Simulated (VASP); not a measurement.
# MgO (Cm) in VASP: notebook

The runs below take MgO through single point, with PBEsol.

All numbers are computed with VASP 6.6.1; they aren't measurements. Logs are shortened: lines on timing, memory, paths and dates and some standing lists are left out, and cuts for length are marked.

## 1. The cell of the first run

The structure is monoclinic, space group Cm (No. 8). Conventional cell: a = 5.230 Å, b = 3.020 Å, c = 3.020 Å, α = 90.00°, β = 125.26°, γ = 90.00°. Mg (site symmetry m) has 3 O at 1.65 to 1.86 Å within 2.2 Å. O (site symmetry m) has 3 Mg at 1.65 to 1.86 Å within 2.2 Å.

## 2. Single point, PBEsol (atom 2 (O) moved by (-0.600, -0.600) A along [1 1 0] and z)

Input file INCAR:

```
ALGO = Normal
EDIFF = 1E-7
ENCUT = 520
GGA = PS
ISIF = 2
ISMEAR = 0
LASPH = True
LCHARG = False
LREAL = False
LWAVE = False
NBANDS = 11
NELM = 80
PREC = Accurate
SIGMA = 0.05
```

Input file KPOINTS:

```
k-points
0
Gamma
  10 10 10
```

Input file POSCAR:

```
MgO
1.0
    0.0000000000      2.1351500000      2.1351500000
    2.1351500000      0.0000000000      2.1351500000
    2.1351500000      2.1351500000      0.0000000000
Mg O
1 1
Direct
    0.0000000000      0.0000000000      0.0000000000
    0.3594946491      0.3594946491      0.4418007781
```

Potentials or basis: VASP PAW PBE potentials, release 64 (Mg, O).

The run is started by

```
$ cat potpaw_PBE.64/Mg/POTCAR potpaw_PBE.64/O/POTCAR > POTCAR
$ mpirun -np 1 vasp_std > vasp.out
```

OUTCAR:

```text
EDIFF = 1E-7
   ENCUT = 520
   GGA = PS
   ISIF = 2
   ISMEAR = 0
   LASPH = True
   LREAL = False
   NELM = 80
   PREC = Accurate

 ion  position               nearest neighbor table
   1  0.000  0.000  0.000-   2 1.65   2 1.86   2 1.86   2 2.66   2 2.66   2 2.80
   2  0.359  0.359  0.442-   1 1.65   1 1.86   1 1.86   1 2.66   1 2.66   1 2.80

  LATTYP: Found a face centered cubic cell.
 ALAT       =     4.2703000000

  Lattice vectors:

 A1 = (   0.0000000000,   2.1351500000,   2.1351500000)
 A2 = (   2.1351500000,   0.0000000000,   2.1351500000)
 A3 = (   2.1351500000,   2.1351500000,   0.0000000000)

Analysis of symmetry for initial positions (statically):
=====================================================================
 Subroutine PRICEL returns:
 Original cell was already a primitive cell.

 Routine SETGRP: Setting up the symmetry group for a
 face centered cubic supercell.

 Subroutine GETGRP returns: Found  2 space group operations
 (whereof  2 operations were pure point group operations)
 out of a pool of 48 trial point group operations.

The static configuration has the point symmetry C_1h.

Analysis of symmetry for dynamics (positions and initial velocities):
=====================================================================
 Subroutine PRICEL returns:
 Original cell was already a primitive cell.

 Routine SETGRP: Setting up the symmetry group for a
 face centered cubic supercell.

 Subroutine GETGRP returns: Found  2 space group operations
 (whereof  2 operations were pure point group operations)
 out of a pool of 48 trial point group operations.

The dynamic configuration has the point symmetry C_1h.

 Subroutine INISYM returns: Found  2 space group operations
 (whereof  2 operations are pure point group operations),
 and found     1 'primitive' translations

----------------------------------------------------------------------------------------

                                     Primitive cell

  volume of cell :      19.4677

  direct lattice vectors                    reciprocal lattice vectors
     0.000000000  2.135150000  2.135150000    -0.234175585  0.234175585  0.234175585
     2.135150000  0.000000000  2.135150000     0.234175585 -0.234175585  0.234175585
     2.135150000  2.135150000  0.000000000     0.234175585  0.234175585 -0.234175585

  length of vectors
     3.019558088  3.019558088  3.019558088     0.405604011  0.405604011  0.405604011

  position of ions in fractional coordinates (direct lattice)
     0.000000000  0.000000000  0.000000000
     0.359494649  0.359494649  0.441800778

  ion indices of the primitive-cell ions
   primitive index   ion index
                 1           1
                 2           2

----------------------------------------------------------------------------------------

 KPOINTS: k-points

Automatic generation of k-mesh.
 Grid dimensions read from file:
 generate k-points for:   10   10   10

 Generating k-lattice:

  Cartesian coordinates                     Fractional coordinates (reciprocal lattice)
    -0.023417558  0.023417558  0.023417558     0.100000000  0.000000000  0.000000000
     0.023417558 -0.023417558  0.023417558     0.000000000  0.100000000  0.000000000
     0.023417558  0.023417558 -0.023417558     0.000000000  0.000000000  0.100000000

  Length of vectors
     0.040560401  0.040560401  0.040560401

  Shift w.r.t. Gamma in fractional coordinates (k-lattice)
     0.000000000  0.000000000  0.000000000

 Subroutine IBZKPT returns following result:
 ===========================================

 Found    282 irreducible k-points:

 Following reciprocal coordinates:
            Coordinates               Weight
  0.000000  0.000000  0.000000      1.000000
  0.100000  0.000000  0.000000      4.000000
  0.000000  0.000000  0.100000      2.000000
  0.100000  0.100000  0.100000      2.000000
  0.200000  0.000000  0.000000      4.000000
  0.000000  0.000000  0.200000      2.000000
[... 16 lines left out ...]
  0.200000  0.100000  0.200000      4.000000
  0.100000 -0.100000 -0.100000      4.000000
 [... further k-points ...]
   k-points           NKPTS =    282   k-points in BZ     NKDIM =    282   number of bands    NBANDS=     11
   number of dos      NEDOS =    301   number of ions     NIONS =      2
   total plane-waves  NPLWV =  13824
   dimension x,y,z NGX =    24 NGY =   24 NGZ =   24
   dimension x,y,z NGXF=    48 NGYF=   48 NGZF=   48
   ions per type =               1   1
   NGX,Y,Z   is equivalent  to a cutoff of  13.21, 13.21, 13.21 a.u.
   NGXF,Y,Z  is equivalent  to a cutoff of  26.43, 26.43, 26.43 a.u.
 SYSTEM =  unknown system
   PREC   = accura    normal or accurate (medium, high low for compatibility)
   ISTART =      0    job   : 0-new  1-cont  2-samecut
   ICHARG =      2    charge: 1-file 2-atom 10-const
   ISPIN  =      1    spin polarized calculation?
   LNONCOLLINEAR =      F non collinear calculations
   LSORBIT =      F    spin-orbit coupling
   LASPH  =      T    aspherical Exc in radial PAW
   ENCUT  =  520.0 eV  38.22 Ry    6.18 a.u.   5.61  5.61  5.61*2*pi/ulx,y,z
   NELM   =     80;   NELMIN=  2; NELMDL= -5     # of ELM steps
   EDIFF  = 0.1E-06   stopping-criterion for ELM
   LREAL  =      F    real-space projection
   EDIFFG = 0.1E-05   stopping-criterion for IOM
   NSW    =      0    number of steps for IOM
   IBRION =     -1    ionic relax: 0-MD 1-quasi-New 2-CG
   NFREE  =      0    steps in history (QN), initial steepest desc. (CG)
   ISIF   =      2    stress and relaxation
   ISYM   =      2    0-nonsym 1-usesym 2-fastsym
   POTIM  = 0.5000    time-step for ionic-motion
   TEBEG  =    0.0;   TEEND  =   0.0 temperature during run
   PSTRESS=    0.0 pullay stress
   NELECT =       8.0000    total number of electrons
   NUPDOWN=      -1.0000    fix difference up-down
   EMIN   =  10.00;   EMAX   =-10.00  energy-range for DOS
   EFERMI =   0.00;   METHOD = LEGACY
   ISMEAR =     0;   SIGMA  =   0.05  broadening in eV -4-tet -1-fermi 0-gaus
   EFERMI_NEDOS =   21; number of points for ismear=-14 and -15
   IALGO  =     38    algorithm
   IMIX   =      4    mixing-type and parameters
     AMIX     =   0.40;   BMIX     =  1.00
     AMIX_MAG =   1.60;   BMIX_MAG =  1.00
  volume/ion in A,a.u.               =       9.73        65.69
  Fermi-wavevector in a.u.,A,eV,Ry     =   1.217119  2.300022 20.155386  1.481379
  Thomas-Fermi vector in A             =   2.352450
   LORBIT       =      0    0 simple, 1 ext, 2 COOP (PROOUT), +10 PAW based schemes
   GGA     = PS    functional components
   LHFCALC =     F    Hartree Fock is set to
   AEXX    =    0.0000 exact exchange contribution
   IVDW    =     0    specifies the selected vdW correction
   LEPSILON=     F    determine dielectric tensor
   LRPA    =     F    only Hartree local field effects (RPA)
 non-spin polarized calculation
 Gauss-broadening in eV      SIGMA  =   0.05
  energy-cutoff  :      520.00
  volume of cell :       19.47
 maximum number of plane-waves:       544
   NGX = 11   NGY = 11   NGZ = 11

 number of electron       7.9999998 magnetization

 Free energy of the ion-electron system (eV)
  ---------------------------------------------------
  ext. energy  EPLUGINS =         0.00000000
  ---------------------------------------------------
  free energy    TOTEN  =       -10.94147112 eV

  energy without entropy =      -10.94147112  energy(sigma->0) =      -10.94147112

 E-fermi :   3.1047     XC(G=0): -10.9222

 val. band max:        2.7694421185   @ k =   0.0000   0.0000   0.0000
 cond. band min:       6.3835108872   @ k =   0.0000   0.0000   0.0000
 fundamental gap:      3.6140687687
 Fermi energy:         3.1046922090

 k-point     1 :       0.0000    0.0000    0.0000
  band No.  band energies     occupation
      1     -14.4889      2.00000
      2       1.8819      2.00000
      3       1.9518      2.00000
      4       2.7694      2.00000
      5       6.3835      0.00000
      6      18.6805      0.00000
      7      19.3939      0.00000
      8      20.2744      0.00000
      9      22.0900      0.00000
     10      23.7305      0.00000
     11      24.1065      0.00000

 k-point     2 :       0.1000    0.0000    0.0000
  band No.  band energies     occupation
      1     -14.3953      2.00000
      2       1.4093      2.00000
      3       1.8912      2.00000
      4       2.7113      2.00000
      5       6.9601      0.00000
      6      17.4163      0.00000
      7      18.8982      0.00000
      8      21.2763      0.00000
      9      21.9864      0.00000
     10      23.4288      0.00000
     11      24.1864      0.00000

 k-point     3 :       0.0000    0.0000    0.1000
  band No.  band energies     occupation
      1     -14.3933      2.00000
      2       1.3960      2.00000
      3       1.9459      2.00000
      4       2.7025      2.00000
      5       6.9361      0.00000
      6      17.2197      0.00000
      7      19.3193      0.00000
      8      21.0658      0.00000
      9      21.8520      0.00000
     10      23.2242      0.00000
     11      24.4134      0.00000

 k-point     4 :       0.1000    0.1000    0.1000
  band No.  band energies     occupation
      1     -14.3982      2.00000
      2       1.7983      2.00000
      3       1.9092      2.00000
      4       2.0879      2.00000
      5       7.1468      0.00000
      6      18.3001      0.00000
      7      18.9517      0.00000
      8      19.5402      0.00000
      9      23.1495      0.00000
     10      23.3479      0.00000
     11      24.2255      0.00000
[... 239 lines left out ...]
 k-point    22 :       0.1000    0.1000   -0.1000
  band No.  band energies     occupation
      1     -14.1566      2.00000
      2       0.6205      2.00000
      3       1.8151      2.00000
      4       2.5633      2.00000
      5       7.9212      0.00000
      6      15.5239      0.00000
      7      19.0955      0.00000
      8      19.1184      0.00000
      9      23.4532      0.00000
     10      24.4813      0.00000
     11      24.8170      0.00000

 k-point    23 :       0.2000    0.1000    0.2000
  band No.  band energies     occupation
      1     -14.1714      2.00000
      2       0.8453      2.00000
      3       1.6785      2.00000
      4       1.9552      2.00000
      5       8.4078      0.00000
      6      16.4908      0.00000
      7      18.9331      0.00000
      8      19.2046      0.00000
      9      21.4235      0.00000
     10      24.8860      0.00000
     11      25.9518      0.00000

 k-point    24 :       0.1000   -0.1000   -0.1000
  band No.  band energies     occupation
      1     -14.1643      2.00000
      2       0.5584      2.00000
      3       1.7404      2.00000
      4       2.5769      2.00000
      5       8.0939      0.00000
      6      15.7757      0.00000
      7      18.6198      0.00000
      8      19.1836      0.00000
      9      23.1706      0.00000
     10      24.5925      0.00000
     11      25.1726      0.00000

 [... further k-points ...]

------------------------ aborting loop because EDIFF is reached ----------------------------------------

  FORCE on cell =-STRESS in cart. coord.  units (eV):
  Direction    XX          YY          ZZ          XY          YZ          ZX
  --------------------------------------------------------------------------------------
  -------------------------------------------------------------------------------------
  Total        2.8732621      2.8732621      9.9486293     -0.3578573     -2.9156235     -2.9156242
  in kB      236.4670656    236.4670656    818.7638554    -29.4513579   -239.9533700   -239.9534265
  external PRESSURE =     430.5659955 kB  Pullay stress =       0.0000000 kB

 VOLUME and BASIS-vectors are now :
 -----------------------------------------------------------------------------
  energy-cutoff  :      520.00
  volume of cell :       19.47
      direct lattice vectors                 reciprocal lattice vectors
     0.000000000  2.135150000  2.135150000    -0.234175585  0.234175585  0.234175585
     2.135150000  0.000000000  2.135150000     0.234175585 -0.234175585  0.234175585
     2.135150000  2.135150000  0.000000000     0.234175585  0.234175585 -0.234175585

 POSITION                                       TOTAL-FORCE (eV/Angst)
 -----------------------------------------------------------------------------------
      0.00000      0.00000      0.00000         0.573011      0.573011     -5.405428
      1.71089      1.71089      1.53515        -0.573011     -0.573011      5.405428
 -----------------------------------------------------------------------------------
    total drift:                                0.000638      0.000638      0.001062

  FREE ENERGIE OF THE ION-ELECTRON SYSTEM (eV)
  ---------------------------------------------------
  free  energy   TOTEN  =       -10.9414711177 eV

  energy  without entropy=      -10.9414711177  energy(sigma->0) =      -10.94147112
```

Run time: 26 s. Hardware: 1 thread of Intel Xeon 6975P-C (Granite Rapids), shared host; peak memory 0.18 GiB.

Results:

| Quantity | Value |
| --- | --- |
| Free energy | -10.9415 eV |
| Pressure | 43.1 GPa |
| Largest force | 5.466 eV/Å |
| Band gap on the k mesh | 3.61 eV, direct |

Forces on the atoms (eV/Å):
```
Mg   0.573  0.573 -5.405
O   -0.573 -0.573  5.405
```

Stress tensor (GPa, compression positive):
```
 23.65  -2.95 -24.00
 -2.95  23.65 -24.00
-24.00 -24.00  81.88
```

Caveat: the cell differs from its parent crystal (atom 2 (O) moved by (-0.600, -0.600) A along [1 1 0] and z); the PAW data sets were made with another functional, which shifts forces and pressure a little.

## 3. Single point, PBEsol (atom 2 (O) moved by (-0.600, -0.300) A along [1 1 0] and z)

Input file INCAR:

```
SYSTEM = MgO
PREC = Accurate ; ENCUT = 520
EDIFF = 1E-6 ; ISMEAR = 0
SIGMA = 0.05 ; LREAL = .FALSE.
LASPH = .TRUE. ; NELM = 80
ALGO = Normal ; ISIF = 2
LWAVE = .FALSE. ; LCHARG = .FALSE.
GGA = PS ; NBANDS = 11
```

Input file KPOINTS:

```
Automatic mesh
0
G
  10 10 10
  0 0 0
```

Changes to POSCAR since step 2:

```diff
@@ -9,2 +9,2 @@
     0.0000000000      0.0000000000      0.0000000000
-    0.3594946491      0.3594946491      0.4418007781
+    0.4297473245      0.4297473245      0.3715481026
```

Potentials or basis: VASP PAW PBE potentials, release 64 (Mg, O).

The run is started by

```
$ cat potpaw_PBE.64/Mg/POTCAR potpaw_PBE.64/O/POTCAR > POTCAR
$ mpirun -np 1 vasp_std > vasp.out
```

It took 23 s on 1 thread of Intel Xeon 6975P-C (Granite Rapids), shared host; peak memory 0.18 GiB.

The run converged. Its results:

```yaml
Free_energy: -11.5452 eV
Pressure: 26.4 GPa
Largest_force: 2.849 eV/Å
Band_gap_on_the_k_mesh: 3.84 eV, direct
```

Forces in eV/Å, atoms in the order of the input:
```
Mg  -2.014 -2.014 -0.088
O    2.014  2.014  0.088
```

Stress tensor (GPa, compression positive):
```
 35.31 -15.06  -6.48
-15.06  35.31  -6.48
 -6.48  -6.48   8.53
```

Levels at points of the mesh, in eV from the valence-band top:
| k point | band 1 | band 2 | band 3 | band 4 | band 5 | band 6 | band 7 | band 8 | band 9 |
| --- | --- | --- | --- | --- | --- | --- | --- | --- | --- |
| (0.00, 0.00, 0.00) | -17.16 | -0.66 | -0.55 | 0.00 | 3.84 | 15.68 | 16.20 | 17.88 | 18.29 |
| (0.50, 0.00, 0.00) | -16.03 | -4.51 | -0.85 | -0.32 | 7.35 | 10.55 | 15.00 | 17.15 | 18.76 |
| (0.00, 0.00, 0.50) | -16.05 | -4.53 | -0.99 | -0.33 | 7.49 | 10.63 | 14.97 | 17.21 | 19.11 |
| (0.50, 0.50, 0.50) | -16.05 | -4.45 | -1.16 | -1.03 | 8.29 | 11.34 | 15.74 | 15.95 | 20.38 |
| (0.50, 0.50, 0.00) | -15.77 | -3.94 | -1.70 | -1.40 | 7.81 | 10.04 | 12.65 | 17.65 | 20.38 |
| (0.00, 0.50, 0.50) | -15.76 | -3.86 | -1.60 | -1.40 | 7.78 | 9.68 | 12.58 | 17.89 | 20.07 |

Caveat: the cell differs from its parent crystal (atom 2 (O) moved by (-0.600, -0.300) A along [1 1 0] and z); the PAW data sets were made with another functional, which shifts forces and pressure a little.

## 4. Single point, PBEsol (atom 2 (O) moved by (-0.300, -0.300) A along [1 1 0] and z)

Input file INCAR:

```
SYSTEM = MgO
ALGO     = Normal         ! electronic algorithm
EDIFF    = 1E-6           ! SCF threshold, eV
ENCUT    = 520            ! plane-wave cutoff, eV
GGA      = PS             ! functional
ISIF     = 2              ! what is computed and relaxed
ISMEAR   = 0              ! smearing method
LASPH    = .TRUE.         ! aspherical terms in the spheres
LCHARG   = .FALSE.        ! write CHGCAR
LREAL    = .FALSE.        ! projectors in reciprocal space
LWAVE    = .FALSE.        ! write WAVECAR
NBANDS   = 11             ! bands
NELM     = 80             ! most SCF steps
PREC     = Accurate       ! precision mode
SIGMA    = 0.05           ! smearing width, eV
```

Input file KPOINTS:

```
k-points
0
G
  10 10 10
  0 0 0
```

Changes to POSCAR since step 3:

```diff
@@ -9,2 +9,2 @@
     0.0000000000      0.0000000000      0.0000000000
-    0.4297473245      0.4297473245      0.3715481026
+    0.4297473245      0.4297473245      0.4709003890
```

The run is started by

```
$ cat potpaw_PBE.64/Mg/POTCAR potpaw_PBE.64/O/POTCAR > POTCAR
$ mpirun -np 1 vasp_std > vasp.out
```

Run time: 27 s. Hardware: 1 thread of Intel Xeon 6975P-C (Granite Rapids), shared host; peak memory 0.19 GiB.

The run converged. Its results:

```yaml
Free_energy: -12.0949 eV
Pressure: 8.1 GPa
Largest_force: 1.981 eV/Å
Band_gap_on_the_k_mesh: 4.10 eV, direct
```

Forces on the atoms (eV/Å):
```
Mg  -0.687 -0.687 -1.726
O    0.687  0.687  1.726
```

Stress tensor (GPa, compression positive):
```
 3.27 -1.73 -3.64
-1.73  3.27 -3.64
-3.64 -3.64 17.91
```

Levels at points of the mesh, in eV from the valence-band top:
| k point | band 1 | band 2 | band 3 | band 4 | band 5 | band 6 | band 7 | band 8 |
| --- | --- | --- | --- | --- | --- | --- | --- | --- |
| (0.00, 0.00, 0.00) | -17.05 | -0.30 | -0.24 | 0.00 | 4.10 | 15.53 | 15.74 | 16.58 |
| (0.50, 0.00, 0.00) | -15.89 | -4.49 | -0.76 | -0.44 | 7.45 | 11.31 | 15.43 | 16.47 |
| (0.00, 0.00, 0.50) | -15.89 | -4.48 | -0.69 | -0.43 | 7.38 | 11.27 | 15.40 | 16.50 |
| (0.50, 0.50, 0.50) | -15.88 | -4.45 | -0.85 | -0.79 | 7.87 | 11.76 | 15.81 | 15.85 |
| (0.50, 0.50, 0.00) | -15.63 | -3.88 | -1.42 | -1.31 | 8.59 | 9.19 | 12.58 | 18.09 |
| (0.00, 0.50, 0.50) | -15.63 | -3.93 | -1.47 | -1.31 | 8.62 | 9.35 | 12.61 | 17.95 |

Caveat: the cell differs from its parent crystal (atom 2 (O) moved by (-0.300, -0.300) A along [1 1 0] and z); the PAW data sets were made with another functional, which shifts forces and pressure a little.
